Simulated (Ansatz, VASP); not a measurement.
# InAgTe2 in VASP and in Ansatz

```
CELL_PARAMETERS angstrom
-3.28470 3.28470 6.50249
3.28470 -3.28470 6.50249
3.28470 3.28470 -6.50249
ATOMIC_POSITIONS crystal
In 0.50000 0.50000 0.00000
In 0.25000 0.75000 0.50000
Ag 0.00000 0.00000 0.00000
Ag 0.75000 0.25000 0.50000
Te 0.37500 0.36929 0.49429
Te 0.63071 0.12500 0.00571
Te 0.87500 0.88071 0.50571
Te 0.11929 0.62500 0.99429
```

Alike in both runs: functional PBE; k mesh 8 × 8 × 8; occupations fermi-dirac, width 0.15 eV; no spin polarisation.

Ansatz relaxed the structure, and its values are those at the end. VASP's run is a single point on that final structure, the one shown.

```csv
,VASP,Ansatz
version,VASP 6.6.1,Ansatz 0.2.0
potentials or method,"VASP PAW PBE potentials, release 64 (In_d, Ag, Te), cutoff 500 eV","scalar-relativistic, plane waves, PAW"
valence electrons in the cell,72,128
```

```csv
,VASP,Ansatz,Ansatz less VASP
gap on the k mesh at the Fermi level (eV),none,none,-
pressure (GPa),0.0,0.0,+0.03
```

A gap of «none» marks a metal or a gap that the smearing closes. VASP's potentials hold 72 valence electrons a cell and Ansatz's 128, so a difference there can come from the potentials and not from the codes.

Spin-orbit coupling is off throughout.
